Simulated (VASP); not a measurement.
A run of VASP 6.6.1:

INCAR

```
SYSTEM = W
PREC     = Accurate       ! precision mode
ENCUT    = 520            ! plane-wave cutoff, eV
EDIFF    = 1E-6           ! SCF threshold, eV
ISMEAR   = 0              ! smearing method
SIGMA    = 0.1            ! smearing width, eV
LREAL    = .False.        ! projectors in reciprocal space
LASPH    = .True.         ! aspherical terms in the spheres
NELM     = 100            ! most SCF steps
ALGO     = Normal         ! electronic algorithm
ISIF     = 2              ! what is computed and relaxed
LWAVE    = .False.        ! write WAVECAR
LCHARG   = .False.        ! write CHGCAR
LDIPOL   = .True.       
IDIPOL   = 3            
DIPOL    = 0.5 0.5 0.500
GGA      = PS             ! functional
NBANDS   = 73             ! bands
```

Contents of KPOINTS:

```
regular mesh
0
Gamma
  13 8 1
  0 0 0
```

File POSCAR:

```
W
1.0
    2.7317561330      0.0000000000      0.0000000000
    0.0000000000      4.4609390851      0.0000000000
    0.0000000000      0.0000000000     25.3020975264
W
9
Direct
    0.3333333333      0.5000000000      0.2964181129
    0.6666666667      0.0000000000      0.3473135846
    0.0000000000      0.5000000000      0.3982090564
    0.3333333333      0.0000000000      0.4491045282
    0.6666666667      0.5000000000      0.5000000000
    0.0000000000      0.0000000000      0.5508954718
    0.3333333333      0.5000000000      0.6017909436
    0.6666666667      0.0000000000      0.6526864154
    0.0000000000      0.5000000000      0.7035818871
```

Potentials or basis: VASP PAW PBE potentials, release 64 (W_sv).

Run with:

```sh
$ cat potpaw_PBE.64/W_sv/POTCAR > POTCAR
$ mpirun -np 1 vasp_std > vasp.out
```

Hardware: 1 thread of Intel(R) Xeon(R) 6975P-C (Granite Rapids), with other jobs on the host.

How long does it take, and how much memory?

Wall time 14 min on 1 thread of Intel(R) Xeon(R) 6975P-C (Granite Rapids), on a shared host, peak memory 0.66 GiB. Counts: scf iterations 28, k points 35.
